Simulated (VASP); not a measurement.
# Y (Fd-3m) in VASP: notebook

Y is run at these levels: r2SCAN; tasks: single point.

Everything below comes from runs of VASP 6.6.1. Logs are shortened: lines on timing, memory, paths and dates and some standing lists are left out, and cuts for length are marked.

## 1. The cell of the first run

It takes space group Fd-3m (No. 227, cubic). Conventional cell: a = 6.815 Å, b = 6.815 Å, c = 6.815 Å, α = 90.00°, β = 90.00°, γ = 90.00°. Y (site symmetry -43m) has 4 Y at 2.95 Å within 3.9 Å.

This isn't the form of Y at room conditions, which is hcp.

## 2. Single point, r2SCAN (39.57 Å³/atom)

Contents of POSCAR:

```
Y
1.0
    0.0000000000      3.4076185630      3.4076185630
    3.4076185630      0.0000000000      3.4076185630
    3.4076185630      3.4076185630      0.0000000000
Y
2
Direct
    0.1250000000      0.1250000000      0.1250000000
    0.8750000000      0.8750000000      0.8750000000
```

Contents of INCAR.step1:

```
ALGO     = Normal         # electronic algorithm
EDIFF    = 1E-4           # SCF threshold, eV
ENCUT    = 520            # plane-wave cutoff, eV
GGA      = PE             # functional
ISMEAR   = -1             # smearing method
LASPH    = True           # aspherical terms in the spheres
LCHARG   = False          # write CHGCAR
LREAL    = False          # projectors in reciprocal space
LWAVE    = True           # write WAVECAR
NBANDS   = 18             # bands
NELM     = 100            # most SCF steps
PREC     = Accurate       # precision mode
SIGMA    = 0.1            # smearing width, eV
```

Contents of INCAR.step2:

```
ALGO     = Normal         # electronic algorithm
EDIFF    = 1E-6           # SCF threshold, eV
ENCUT    = 520            # plane-wave cutoff, eV
ISIF     = 2              # what is computed and relaxed
ISMEAR   = -1             # smearing method
ISTART   = 1            
LASPH    = True           # aspherical terms in the spheres
LCHARG   = False          # write CHGCAR
LMIXTAU  = True         
LREAL    = False          # projectors in reciprocal space
LWAVE    = False          # write WAVECAR
METAGGA  = R2SCAN         # meta-GGA
NBANDS   = 18             # bands
NELM     = 100            # most SCF steps
PREC     = Accurate       # precision mode
SIGMA    = 0.1            # smearing width, eV
```

Contents of KPOINTS:

```
k-points
0
Gamma
  9 9 9
```

Potentials or basis: VASP PAW PBE potentials, release 64 (Y_sv).

On the command line:

```sh
$ cat potpaw_PBE.64/Y_sv/POTCAR > POTCAR
$ cp INCAR.step1 INCAR
$ mpirun -np 1 vasp_std > vasp.out
$ cp INCAR.step2 INCAR
$ mpirun -np 1 vasp_std > vasp.out
```

OUTCAR:

```text
EDIFF = 1E-6
   ENCUT = 520
   ISIF = 2
   ISMEAR = -1
   ISTART = 1
   LASPH = True
   LREAL = False
   METAGGA = R2SCAN
   NELM = 100
   PREC = Accurate

 ion  position               nearest neighbor table
   1  0.125  0.125  0.125-   2 2.95   2 2.95   2 2.95   2 2.95
   2  0.875  0.875  0.875-   1 2.95   1 2.95   1 2.95   1 2.95

  LATTYP: Found a face centered cubic cell.
 ALAT       =     6.8152371260

  Lattice vectors:

 A1 = (   0.0000000000,   3.4076185630,   3.4076185630)
 A2 = (   3.4076185630,   0.0000000000,   3.4076185630)
 A3 = (   3.4076185630,   3.4076185630,   0.0000000000)

Analysis of symmetry for initial positions (statically):
=====================================================================
 Subroutine PRICEL returns:
 Original cell was already a primitive cell.

 Routine SETGRP: Setting up the symmetry group for a
 face centered cubic supercell.

 Subroutine GETGRP returns: Found 48 space group operations
 (whereof 12 operations were pure point group operations)
 out of a pool of 48 trial point group operations.

The static configuration has the point symmetry D_3d.
 The point group associated with its full space group is O_h .

Analysis of symmetry for dynamics (positions and initial velocities):
=====================================================================
 Subroutine PRICEL returns:
 Original cell was already a primitive cell.

 Routine SETGRP: Setting up the symmetry group for a
 face centered cubic supercell.

 Subroutine GETGRP returns: Found 48 space group operations
 (whereof 12 operations were pure point group operations)
 out of a pool of 48 trial point group operations.

The dynamic configuration has the point symmetry D_3d.
 The point group associated with its full space group is O_h .

 Subroutine INISYM returns: Found 48 space group operations
 (whereof 12 operations are pure point group operations),
 and found     1 'primitive' translations

----------------------------------------------------------------------------------------

                                     Primitive cell

  volume of cell :      79.1376

  direct lattice vectors                    reciprocal lattice vectors
     0.000000000  3.407618563  3.407618563    -0.146730038  0.146730038  0.146730038
     3.407618563  0.000000000  3.407618563     0.146730038 -0.146730038  0.146730038
     3.407618563  3.407618563  0.000000000     0.146730038  0.146730038 -0.146730038

  length of vectors
     4.819100387  4.819100387  4.819100387     0.254143880  0.254143880  0.254143880

  position of ions in fractional coordinates (direct lattice)
     0.125000000  0.125000000  0.125000000
     0.875000000  0.875000000  0.875000000

  ion indices of the primitive-cell ions
   primitive index   ion index
                 1           1
                 2           2

----------------------------------------------------------------------------------------

 KPOINTS: k-points

Automatic generation of k-mesh.
 Grid dimensions read from file:
 generate k-points for:    9    9    9

 Generating k-lattice:

  Cartesian coordinates                     Fractional coordinates (reciprocal lattice)
    -0.016303338  0.016303338  0.016303338     0.111111111  0.000000000  0.000000000
     0.016303338 -0.016303338  0.016303338     0.000000000  0.111111111  0.000000000
     0.016303338  0.016303338 -0.016303338     0.000000000  0.000000000  0.111111111

  Length of vectors
     0.028238209  0.028238209  0.028238209

  Shift w.r.t. Gamma in fractional coordinates (k-lattice)
     0.000000000  0.000000000  0.000000000

 Subroutine IBZKPT returns following result:
 ===========================================

 Found     35 irreducible k-points:

 Following reciprocal coordinates:
            Coordinates               Weight
  0.000000  0.000000  0.000000      1.000000
  0.111111  0.000000  0.000000      8.000000
  0.222222  0.000000  0.000000      8.000000
  0.333333  0.000000  0.000000      8.000000
  0.444444  0.000000  0.000000      8.000000
  0.111111  0.111111  0.000000      6.000000
[... 16 lines left out ...]
 -0.333333  0.333333  0.000000     12.000000
  0.444444  0.444444  0.000000      6.000000
 [... further k-points ...]
   k-points           NKPTS =     35   k-points in BZ     NKDIM =     35   number of bands    NBANDS=     18
   number of dos      NEDOS =    301   number of ions     NIONS =      2
   total plane-waves  NPLWV =  46656
   dimension x,y,z NGX =    36 NGY =   36 NGZ =   36
   dimension x,y,z NGXF=    72 NGYF=   72 NGZF=   72
   ions per type =               2
   NGX,Y,Z   is equivalent  to a cutoff of  12.42, 12.42, 12.42 a.u.
   NGXF,Y,Z  is equivalent  to a cutoff of  24.84, 24.84, 24.84 a.u.
 SYSTEM =  unknown system
   PREC   = accura    normal or accurate (medium, high low for compatibility)
   ISTART =      1    job   : 0-new  1-cont  2-samecut
   ICHARG =      0    charge: 1-file 2-atom 10-const
   ISPIN  =      1    spin polarized calculation?
   LNONCOLLINEAR =      F non collinear calculations
   LSORBIT =      F    spin-orbit coupling
   LASPH  =      T    aspherical Exc in radial PAW
   ENCUT  =  520.0 eV  38.22 Ry    6.18 a.u.   8.96  8.96  8.96*2*pi/ulx,y,z
   NELM   =    100;   NELMIN=  2; NELMDL=  0     # of ELM steps
   EDIFF  = 0.1E-05   stopping-criterion for ELM
   LREAL  =      F    real-space projection
   EDIFFG = 0.1E-04   stopping-criterion for IOM
   NSW    =      0    number of steps for IOM
   IBRION =     -1    ionic relax: 0-MD 1-quasi-New 2-CG
   NFREE  =      0    steps in history (QN), initial steepest desc. (CG)
   ISIF   =      2    stress and relaxation
   ISYM   =      2    0-nonsym 1-usesym 2-fastsym
   POTIM  = 0.5000    time-step for ionic-motion
   TEBEG  =    0.0;   TEEND  =   0.0 temperature during run
   PSTRESS=    0.0 pullay stress
   NELECT =      22.0000    total number of electrons
   NUPDOWN=      -1.0000    fix difference up-down
   EMIN   =  10.00;   EMAX   =-10.00  energy-range for DOS
   EFERMI =   0.00;   METHOD = LEGACY
   ISMEAR =    -1;   SIGMA  =   0.10  broadening in eV -4-tet -1-fermi 0-gaus
   EFERMI_NEDOS =   21; number of points for ismear=-14 and -15
   IALGO  =     38    algorithm
   IMIX   =      4    mixing-type and parameters
     AMIX     =   0.40;   BMIX     =  1.00
     AMIX_MAG =   1.60;   BMIX_MAG =  1.00
  volume/ion in A,a.u.               =      39.57       267.02
  Fermi-wavevector in a.u.,A,eV,Ry     =   1.068451  2.019080 15.532251  1.141588
  Thomas-Fermi vector in A             =   2.204100
   LORBIT       =      0    0 simple, 1 ext, 2 COOP (PROOUT), +10 PAW based schemes
   METAGGA = R2SCAN    functional components
   LHFCALC =     F    Hartree Fock is set to
   AEXX    =    0.0000 exact exchange contribution
   IVDW    =     0    specifies the selected vdW correction
   LEPSILON=     F    determine dielectric tensor
   LRPA    =     F    only Hartree local field effects (RPA)
 non-spin polarized calculation
  energy-cutoff  :      520.00
  volume of cell :       79.14
 maximum number of plane-waves:      2165
   NGX = 17   NGY = 17   NGZ = 17

 number of electron      22.0000001 magnetization

 Free energy of the ion-electron system (eV)
  ---------------------------------------------------
  ext. energy  EPLUGINS =         0.00000000
  ---------------------------------------------------
  free energy    TOTEN  =       -36.32520340 eV

  energy without entropy =      -36.20101723  energy(sigma->0) =      -36.26311031

 E-fermi :   1.8302     XC(G=0):  -9.1269

 val. band max:        1.8260341752   @ k =   0.3333   0.1111   0.0000
 cond. band min:       1.8393523806   @ k =  -0.4444   0.2222   0.0000
 fundamental gap:      0.0133182054
 Fermi energy:         1.8302393639

 k-point     1 :       0.0000    0.0000    0.0000
  band No.  band energies     occupation
      1     -43.0300      2.00000
      2     -42.6234      2.00000
      3     -22.6362      2.00000
      4     -22.6362      2.00000
      5     -22.6362      2.00000
      6     -21.8710      2.00000
[... 10 lines left out ...]
     17       4.1573      0.00000
     18       7.4776      0.00000

 k-point     2 :       0.1111    0.0000    0.0000
  band No.  band energies     occupation
      1     -43.0211      2.00000
      2     -42.6328      2.00000
      3     -22.6485      2.00000
      4     -22.6485      2.00000
      5     -22.6373      2.00000
      6     -21.8718      2.00000
[... 10 lines left out ...]
     17       4.1255      0.00000
     18       7.4363      0.00000

 k-point     3 :       0.2222    0.0000    0.0000
  band No.  band energies     occupation
      1     -42.9963      2.00000
      2     -42.6586      2.00000
      3     -22.6779      2.00000
      4     -22.6779      2.00000
      5     -22.6408      2.00000
      6     -21.8727      2.00000
[... 10 lines left out ...]
     17       4.1791      0.00000
     18       7.2967      0.00000

 k-point     4 :       0.3333    0.0000    0.0000
  band No.  band energies     occupation
      1     -42.9624      2.00000
      2     -42.6936      2.00000
      3     -22.7089      2.00000
      4     -22.7089      2.00000
      5     -22.6462      2.00000
      6     -21.8719      2.00000
[... 10 lines left out ...]
     17       4.5619      0.00000
     18       7.0225      0.00000

 k-point     5 :       0.4444    0.0000    0.0000
  band No.  band energies     occupation
      1     -42.9344      2.00000
      2     -42.7223      2.00000
      3     -22.7279      2.00000
      4     -22.7279      2.00000
      5     -22.6506      2.00000
      6     -21.8705      2.00000
[... 10 lines left out ...]
     17       5.0320      0.00000
     18       6.6828      0.00000

 k-point     6 :       0.1111    0.1111    0.0000
  band No.  band energies     occupation
      1     -43.0180      2.00000
      2     -42.6360      2.00000
      3     -22.6633      2.00000
      4     -22.6633      2.00000
      5     -22.6141      2.00000
      6     -21.8965      2.00000
[... 10 lines left out ...]
     17       4.1415      0.00000
     18       7.2034      0.00000

 k-point     7 :       0.2222    0.1111    0.0000
  band No.  band energies     occupation
      1     -42.9981      2.00000
      2     -42.6566      2.00000
      3     -22.6943      2.00000
      4     -22.6937      2.00000
      5     -22.5971      2.00000
      6     -21.9166      2.00000
[... 10 lines left out ...]
     17       4.1993      0.00000
     18       6.9163      0.00000

 k-point     8 :       0.3333    0.1111    0.0000
  band No.  band energies     occupation
      1     -42.9662      2.00000
      2     -42.6896      2.00000
      3     -22.7328      2.00000
      4     -22.7241      2.00000
      5     -22.5868      2.00000
      6     -21.9289      2.00000
[... 10 lines left out ...]
     17       4.5566      0.00000
     18       6.6013      0.00000
[... 229 lines left out ...]
     17       4.5731      0.00000
     18       5.9648      0.00000

 k-point    20 :       0.3333    0.3333    0.0000
  band No.  band energies     occupation
      1     -42.9300      2.00000
      2     -42.7268      2.00000
      3     -22.7855      2.00000
      4     -22.7855      2.00000
      5     -22.4528      2.00000
      6     -22.0754      2.00000
[... 10 lines left out ...]
     17       4.6378      0.00000
     18       5.5106      0.00000

 k-point    21 :       0.4444    0.3333    0.0000
  band No.  band energies     occupation
      1     -42.8963      2.00000
      2     -42.7611      2.00000
      3     -22.8141      2.00000
      4     -22.8028      2.00000
      5     -22.3991      2.00000
      6     -22.1294      2.00000
[... 10 lines left out ...]
     17       4.7609      0.00000
     18       5.4772      0.00000

 k-point    22 :      -0.4444    0.3333    0.0000
  band No.  band energies     occupation
      1     -42.8678      2.00000
      2     -42.7899      2.00000
      3     -22.8403      2.00000
      4     -22.8001      2.00000
      5     -22.3709      2.00000
      6     -22.1523      2.00000
[... 10 lines left out ...]
     17       4.6503      0.00000
     18       6.5142      0.00000

 k-point    23 :      -0.3333    0.3333    0.0000
  band No.  band energies     occupation
      1     -42.8796      2.00000
      2     -42.7780      2.00000
      3     -22.8470      2.00000
      4     -22.7784      2.00000
      5     -22.4168      2.00000
      6     -22.1010      2.00000
[... 10 lines left out ...]
     17       4.6229      0.00000
     18       5.7284      0.00000

 k-point    24 :       0.4444    0.4444    0.0000
  band No.  band energies     occupation
      1     -42.8642      2.00000
      2     -42.7936      2.00000
      3     -22.8216      2.00000
      4     -22.8216      2.00000
      5     -22.3322      2.00000
      6     -22.2017      2.00000
[... 10 lines left out ...]
     17       5.3152      0.00000
     18       5.3152      0.00000

 [... further k-points ...]
[... 5 lines left out ...]
  --------------------------------------------------------------------------------------
  -------------------------------------------------------------------------------------
  Total        0.2677868      0.2677868      0.2677868      0.0000000     -0.0000000      0.0000000
  in kB        5.4214671      5.4214671      5.4214671      0.0000000     -0.0000000      0.0000000
  external PRESSURE =       5.4214671 kB  Pullay stress =       0.0000000 kB

 VOLUME and BASIS-vectors are now :
 -----------------------------------------------------------------------------
  energy-cutoff  :      520.00
  volume of cell :       79.14
      direct lattice vectors                 reciprocal lattice vectors
     0.000000000  3.407618563  3.407618563    -0.146730038  0.146730038  0.146730038
     3.407618563  0.000000000  3.407618563     0.146730038 -0.146730038  0.146730038
     3.407618563  3.407618563  0.000000000     0.146730038  0.146730038 -0.146730038

 POSITION                                       TOTAL-FORCE (eV/Angst)
 -----------------------------------------------------------------------------------
      0.85190      0.85190      0.85190         0.000000      0.000000     -0.000000
      5.96333      5.96333      5.96333        -0.000000     -0.000000      0.000000
 -----------------------------------------------------------------------------------
    total drift:                                0.000000      0.000000      0.000000

  FREE ENERGIE OF THE ION-ELECTRON SYSTEM (eV)
  ---------------------------------------------------
  free  energy   TOTEN  =       -36.3252033957 eV

  energy  without entropy=      -36.2010172320  energy(sigma->0) =      -36.26311031
```

Wall time 2.9 min (1 thread of Intel Xeon 6975P-C (Granite Rapids), shared host); peak memory 0.24 GiB.

What came out:

* Free energy: -36.3252 eV
* Pressure: 0.5 GPa
* Band gap on the k mesh: zero (bands 11 and 12 overlap by 0.63 eV)

Levels at points of the mesh, in eV from the Fermi level:
```csv
k point,band 9,band 10,band 11,band 12,band 13,band 14
"(0.00, 0.00, 0.00)",-3.95,-0.19,-0.19,0.65,0.65,0.65
```

Caveat: the PAW data sets were made with another functional, which shifts forces and pressure a little.

[end of part 1 of 2]
